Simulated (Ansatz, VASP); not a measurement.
One calculation of Sn, two programs

File INCAR:

```
SYSTEM = Sn
PREC = Accurate
ENCUT = 520
EDIFF = 1E-6
ISMEAR = -1
SIGMA = 0.05
LREAL = .False.
LASPH = .True.
NELM = 60
ALGO = Normal
ISIF = 2
LWAVE = .False.
LCHARG = .False.
GGA = PE
NBANDS = 13
```

Contents of KPOINTS:

```
regular mesh
0
Gamma
  13 13 12
  0 0 0
```

Contents of POSCAR:

```
Sn
1.0
    2.4103666776      0.0000000000      0.0000000000
   -1.2051833388      2.0874387752      0.0000000000
    0.0000000000      0.0000000000      2.2651535849
Sn
1
Direct
    0.0000000000      0.0000000000      0.0000000000
```

Input for Ansatz:

```yaml
crystal:
  lattice:
    - [2.4103666776, 0.0, 0.0]
    - [-1.2051833388, 2.0874387752, 0.0]
    - [0.0, 0.0, 2.2651535849]
  atoms:
    - { symbol: Sn, position: [0.0, 0.0, 0.0] }
kpoints:
  mp_grid: { grid: [13, 13, 12] }
  band_path:
    path:
      - [0.0, 0.0, 0.0]
      - [0.5, 0.0, 0.0]
      - [0.3333333333, 0.3333333333, 0.0]
      - [0.0, 0.0, 0.0]
      - [0.0, 0.0, 0.5]
      - [0.5, 0.0, 0.5]
      - [0.3333333333, 0.3333333333, 0.5]
      - [0.0, 0.0, 0.5]
      - [0.5, 0.0, 0.5]
    npoints: 8
scf:
  occupations: { method: fermi_dirac, width: 0.05 }
hamiltonian:
  xc: pbe
  pseudopotentials: { kind: paw }
output:
  forces: true
  stress: true
  eigenvalues: true
  populations: true
  dos: { projected: true, de: 0.2, e_range: [-14, 8] }
```

Change from the starting cell: volume scaled by 0.4, PAW files.

Alike in both runs: task single point; functional PBE; k mesh 13 × 13 × 12; occupations fermi-dirac, width 0.05 eV; no spin polarisation.

```csv
,VASP,Ansatz
version,VASP 6.6.1,Ansatz 0.2.0
potentials or method,"VASP PAW PBE potentials, release 64 (Sn_d)","PAW with Ansatz's default frozen-core files, scalar-relativistic"
plane-wave cutoff (eV),520,420
valence electrons in the cell,14,14
```

```tsv
	VASP	Ansatz	Ansatz less VASP
pressure (GPa)	386.3	384.6	-1.74
traceless stress, the component that is largest in VASP (GPa)	0.35	-0.29	-0.643
```

Both programs put the cell under a high pressure, so it lies far from rest at this level.

Noted on VASP's run: the cell as given lies far from equilibrium.
